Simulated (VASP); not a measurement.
# FeSi (P2_13) in VASP: electric field gradients with PBE

Aim: the electric field gradients of FeSi with PBE.

All numbers are computed with VASP 6.6.1; they aren't measurements. Logs are shortened: lines on timing, memory, paths and dates and some standing lists are left out, and cuts for length are marked.

**1. The cell of the first run**

The structure is cubic, space group P2_13 (No. 198). The conventional cell has a = 4.448 Å, b = 4.448 Å, c = 4.448 Å, α = 90.00°, β = 90.00°, γ = 90.00°. Fe (site symmetry 3) has 7 Si at 2.27 to 2.50 Å and 6 Fe at 2.73 Å within 3.0 Å. Within 3.0 Å of Si (site symmetry 3) lie 7 Fe at 2.27 to 2.50 Å and 6 Si at 2.76 Å.

**2. Electric field gradients, PBE**

Input file INCAR:

```
PREC = Accurate
ENCUT = 520
EDIFF = 1E-8
ISMEAR = 0
SIGMA = 0.01
LREAL = False
LASPH = True
NELM = 80
ALGO = Normal
ISIF = 2
LWAVE = False
LCHARG = False
GGA = PE
LEFG = True
NBANDS = 34
```

Input file KPOINTS:

```
regular mesh
0
Gamma
  8 8 8
```

Input file POSCAR:

```
FeSi
1.0
    4.4479696592      0.0000000000      0.0000000000
    0.0000000000      4.4479696592      0.0000000000
    0.0000000000      0.0000000000      4.4479696592
Fe Si
4 4
Direct
    0.1359900669      0.1359900669      0.1359900669
    0.3640099331      0.8640099331      0.6359900669
    0.6359900669      0.3640099331      0.8640099331
    0.8640099331      0.6359900669      0.3640099331
    0.8407102842      0.8407102842      0.8407102842
    0.6592897158      0.1592897158      0.3407102842
    0.3407102842      0.6592897158      0.1592897158
    0.1592897158      0.3407102842      0.6592897158
```

Potentials or basis: VASP PAW PBE potentials, release 64 (Fe, Si).

Started as:

```bash
$ cat potpaw_PBE.64/Fe/POTCAR potpaw_PBE.64/Si/POTCAR > POTCAR
$ mpirun -np 1 vasp_std > vasp.out
```

OUTCAR:

```text
PREC = Accurate
   ENCUT = 520
   EDIFF = 1E-8
   ISMEAR = 0
   LREAL = False
   LASPH = True
   NELM = 80
   ISIF = 2
   GGA = PE

 ion  position               nearest neighbor table
   1  0.136  0.136  0.136-   5 2.27   6 2.31   7 2.31   8 2.31   8 2.50   7 2.50   6 2.50   3 2.73
                             4 2.73   2 2.73   2 2.73   4 2.73   3 2.73
   2  0.364  0.864  0.636-   6 2.27   5 2.31   7 2.31   8 2.31   7 2.50   8 2.50   5 2.50   1 2.73
                             1 2.73   3 2.73   3 2.73   4 2.73   4 2.73
   3  0.636  0.364  0.864-   7 2.27   6 2.31   5 2.31   8 2.31   6 2.50   8 2.50   5 2.50   1 2.73
                             4 2.73   2 2.73   2 2.73   4 2.73   1 2.73
   4  0.864  0.636  0.364-   8 2.27   6 2.31   7 2.31   5 2.31   5 2.50   6 2.50   7 2.50   1 2.73
                             3 2.73   2 2.73   1 2.73   2 2.73   3 2.73
   5  0.841  0.841  0.841-   1 2.27   2 2.31   3 2.31   4 2.31   4 2.50   3 2.50   2 2.50   6 2.76
                             7 2.76   8 2.76   6 2.76   8 2.76   7 2.76
   6  0.659  0.159  0.341-   2 2.27   1 2.31   3 2.31   4 2.31   3 2.50   4 2.50   1 2.50   8 2.76
                             5 2.76   5 2.76   7 2.76   7 2.76   8 2.76
   7  0.341  0.659  0.159-   3 2.27   2 2.31   1 2.31   4 2.31   2 2.50   4 2.50   1 2.50   8 2.76
                             5 2.76   8 2.76   6 2.76   6 2.76   5 2.76
   8  0.159  0.341  0.659-   4 2.27   2 2.31   3 2.31   1 2.31   1 2.50   2 2.50   3 2.50   7 2.76
                             5 2.76   7 2.76   5 2.76   6 2.76   6 2.76

  LATTYP: Found a simple cubic cell.
 ALAT       =     4.4479696592

  Lattice vectors:

 A1 = (   4.4479696592,   0.0000000000,   0.0000000000)
 A2 = (   0.0000000000,   4.4479696592,   0.0000000000)
 A3 = (   0.0000000000,   0.0000000000,   4.4479696592)

Analysis of symmetry for initial positions (statically):
=====================================================================
 Subroutine PRICEL returns:
 Original cell was already a primitive cell.

 Routine SETGRP: Setting up the symmetry group for a
 simple cubic supercell.

 Subroutine GETGRP returns: Found 12 space group operations
 (whereof  3 operations were pure point group operations)
 out of a pool of 48 trial point group operations.

The static configuration has the point symmetry C_3 .
 The point group associated with its full space group is T   .

Analysis of symmetry for dynamics (positions and initial velocities):
=====================================================================
 Subroutine PRICEL returns:
 Original cell was already a primitive cell.

 Routine SETGRP: Setting up the symmetry group for a
 simple cubic supercell.

 Subroutine GETGRP returns: Found 12 space group operations
 (whereof  3 operations were pure point group operations)
 out of a pool of 48 trial point group operations.

The dynamic configuration has the point symmetry C_3 .
 The point group associated with its full space group is T   .

 Subroutine INISYM returns: Found 12 space group operations
 (whereof  3 operations are pure point group operations),
 and found     1 'primitive' translations

----------------------------------------------------------------------------------------

                                     Primitive cell

  volume of cell :      88.0006

  direct lattice vectors                    reciprocal lattice vectors
     4.447969659  0.000000000  0.000000000     0.224821677  0.000000000  0.000000000
     0.000000000  4.447969659  0.000000000     0.000000000  0.224821677  0.000000000
     0.000000000  0.000000000  4.447969659     0.000000000  0.000000000  0.224821677

  length of vectors
     4.447969659  4.447969659  4.447969659     0.224821677  0.224821677  0.224821677

  position of ions in fractional coordinates (direct lattice)
     0.135990067  0.135990067  0.135990067
     0.364009933  0.864009933  0.635990067
     0.635990067  0.364009933  0.864009933
     0.864009933  0.635990067  0.364009933
     0.840710284  0.840710284  0.840710284
     0.659289716  0.159289716  0.340710284
     0.340710284  0.659289716  0.159289716
     0.159289716  0.340710284  0.659289716

[... 92 lines left out ...]
   PSTRESS=    0.0 pullay stress
   NELECT =      48.0000    total number of electrons
   NUPDOWN=      -1.0000    fix difference up-down
   EMIN   =  10.00;   EMAX   =-10.00  energy-range for DOS
   EFERMI =   0.00;   METHOD = LEGACY
   ISMEAR =     0;   SIGMA  =   0.01  broadening in eV -4-tet -1-fermi 0-gaus
   EFERMI_NEDOS =   21; number of points for ismear=-14 and -15
   IALGO  =     38    algorithm
   IMIX   =      4    mixing-type and parameters
     AMIX     =   0.40;   BMIX     =  1.00
     AMIX_MAG =   1.60;   BMIX_MAG =  1.00
  volume/ion in A,a.u.               =      11.00        74.23
  Fermi-wavevector in a.u.,A,eV,Ry     =   1.337602  2.527700 24.343243  1.789178
  Thomas-Fermi vector in A             =   2.466137
   LORBIT       =      0    0 simple, 1 ext, 2 COOP (PROOUT), +10 PAW based schemes
   GGA     = PE    functional components
   LHFCALC =     F    Hartree Fock is set to
   AEXX    =    0.0000 exact exchange contribution
   IVDW    =     0    specifies the selected vdW correction
   LEPSILON=     F    determine dielectric tensor
   LRPA    =     F    only Hartree local field effects (RPA)
 non-spin polarized calculation
 Gauss-broadening in eV      SIGMA  =   0.01
  energy-cutoff  :      520.00
  volume of cell :       88.00
 maximum number of plane-waves:      2392
 NGX is ok and might be reduce to    36
   NGX = 17   NGY = 17   NGZ = 17

 number of electron      48.0000013 magnetization

 Free energy of the ion-electron system (eV)
  ---------------------------------------------------
  ext. energy  EPLUGINS =         0.00000000
  ---------------------------------------------------
  free energy    TOTEN  =       -58.78214632 eV

  energy without entropy =      -58.78214632  energy(sigma->0) =      -58.78214632

 E-fermi :   9.7880     XC(G=0): -12.7992

 val. band max:        9.7217675597   @ k =  -0.1250   0.3750   0.0000
 cond. band min:       9.8834516351   @ k =   0.2500   0.2500   0.0000
 fundamental gap:      0.1616840754
 Fermi energy:         9.7879534264

 k-point     1 :       0.0000    0.0000    0.0000
  band No.  band energies     occupation
      1      -3.5180      2.00000
      2       1.8374      2.00000
      3       1.8374      2.00000
      4       1.8374      2.00000
      5       4.6742      2.00000
      6       4.6742      2.00000
[... 877 lines left out ...]
     33      13.9559      0.00000
     34      14.6842      0.00000

 [... further k-points ...]

------------------------ aborting loop because EDIFF is reached ----------------------------------------

  FORCE on cell =-STRESS in cart. coord.  units (eV):
  Direction    XX          YY          ZZ          XY          YZ          ZX
  --------------------------------------------------------------------------------------
  -------------------------------------------------------------------------------------
  Total        0.0924560      0.0924560      0.0924560     -0.0000000     -0.0000000     -0.0000000
  in kB        1.6832956      1.6832956      1.6832956     -0.0000000     -0.0000000     -0.0000000
  external PRESSURE =       1.6832956 kB  Pullay stress =       0.0000000 kB

 VOLUME and BASIS-vectors are now :
 -----------------------------------------------------------------------------
  energy-cutoff  :      520.00
  volume of cell :       88.00
      direct lattice vectors                 reciprocal lattice vectors
     4.447969659  0.000000000  0.000000000     0.224821677  0.000000000  0.000000000
     0.000000000  4.447969659  0.000000000     0.000000000  0.224821677  0.000000000
     0.000000000  0.000000000  4.447969659     0.000000000  0.000000000  0.224821677

 POSITION                                       TOTAL-FORCE (eV/Angst)
 -----------------------------------------------------------------------------------
      0.60488      0.60488      0.60488         0.020483      0.020483      0.020483
      1.61911      3.84309      2.82886        -0.020483     -0.020483      0.020483
      2.82886      1.61911      3.84309         0.020483     -0.020483     -0.020483
      3.84309      2.82886      1.61911        -0.020483      0.020483     -0.020483
      3.73945      3.73945      3.73945         0.001691      0.001691      0.001691
      2.93250      0.70852      1.51547        -0.001691     -0.001691      0.001691
      1.51547      2.93250      0.70852         0.001691     -0.001691     -0.001691
      0.70852      1.51547      2.93250        -0.001691      0.001691     -0.001691
 -----------------------------------------------------------------------------------
    total drift:                               -0.000001     -0.000001     -0.000000

  FREE ENERGIE OF THE ION-ELECTRON SYSTEM (eV)
  ---------------------------------------------------
  free  energy   TOTEN  =       -58.7821463175 eV

  energy  without entropy=      -58.7821463175  energy(sigma->0) =      -58.78214632

 Electric field gradients (V/A^2)
---------------------------------------------------------------------
 ion       V_xx      V_yy      V_zz      V_xy      V_xz      V_yz
---------------------------------------------------------------------
   1      -0.000    -0.000     0.000    24.319    24.319    24.319
   2      -0.000    -0.000     0.000    24.319   -24.319   -24.319
   3      -0.000    -0.000     0.000   -24.319   -24.319    24.319
   4      -0.000    -0.000     0.000   -24.319    24.319   -24.319
   5      -0.000    -0.000     0.000   -16.471   -16.471   -16.471
   6      -0.000    -0.000    -0.000   -16.471    16.471    16.471
   7      -0.000    -0.000     0.000    16.471    16.471   -16.471
   8      -0.000    -0.000    -0.000    16.471   -16.471    16.471
---------------------------------------------------------------------

 Electric field gradients after diagonalization (V/A^2)
 (convention: |V_zz| > |V_xx| > |V_yy|)
----------------------------------------------------------------------
 ion       V_xx      V_yy      V_zz     asymmetry (V_yy - V_xx)/ V_zz
----------------------------------------------------------------------
   1     -24.319   -24.319    48.637       0.000
   2     -24.319   -24.319    48.637       0.000
   3     -24.319   -24.319    48.637       0.000
   4     -24.319   -24.319    48.637       0.000
   5      16.471    16.471   -32.942       0.000
   6      16.471    16.471   -32.942       0.000
   7      16.471    16.471   -32.942       0.000
   8      16.471    16.471   -32.942       0.000
----------------------------------------------------------------------

           NMR quadrupolar parameters

 Cq : quadrupolar parameter    Cq=e*Q*V_zz/h
 eta: asymmetry parameters     (V_yy - V_xx)/ V_zz
 Q  : nuclear electric quadrupole moment in mb (millibarn)
----------------------------------------------------------------------
 ion       Cq(MHz)       eta       Q (mb)
----------------------------------------------------------------------
   1       0.118       0.000       1.000
   2       0.118       0.000       1.000
   3       0.118       0.000       1.000
   4       0.118       0.000       1.000
   5      -0.080       0.000       1.000
   6      -0.080       0.000       1.000
   7      -0.080       0.000       1.000
   8      -0.080       0.000       1.000
----------------------------------------------------------------------
```

It took 78 s on 1 thread of Intel Xeon 6975P-C (Granite Rapids), shared host; peak memory 0.25 GiB.

Results:

```
Free energy            : -58.7821 eV
Pressure               : 0.2 GPa
Largest force          : 0.035 eV/Å
Band gap on the k mesh : 0.16 eV, indirect (least direct gap 0.17 eV)
```

Forces in eV/Å, atoms in the order of the input:
```
Fe   0.020  0.020  0.020
Fe  -0.020 -0.020  0.020
Fe   0.020 -0.020 -0.020
Fe  -0.020  0.020 -0.020
Si   0.002  0.002  0.002
Si  -0.002 -0.002  0.002
Si   0.002 -0.002 -0.002
Si  -0.002  0.002 -0.002
```

Electric field gradients, principal values (V/Å²):
| atom | least | middle | greatest (by size) |
| --- | --- | --- | --- |
| 1 Fe | -24.319 | -24.319 | 48.637 |
| 2 Fe | -24.319 | -24.319 | 48.637 |
| 3 Fe | -24.319 | -24.319 | 48.637 |
| 4 Fe | -24.319 | -24.319 | 48.637 |
| 5 Si | 16.471 | 16.471 | -32.942 |
| 6 Si | 16.471 | 16.471 | -32.942 |
| 7 Si | 16.471 | 16.471 | -32.942 |
| 8 Si | 16.471 | 16.471 | -32.942 |

Caveat: without QUAD_EFG the Cq values of the log hold for a quadrupole moment of 1 mb, not for the nuclei. A k mesh can miss the band edges.
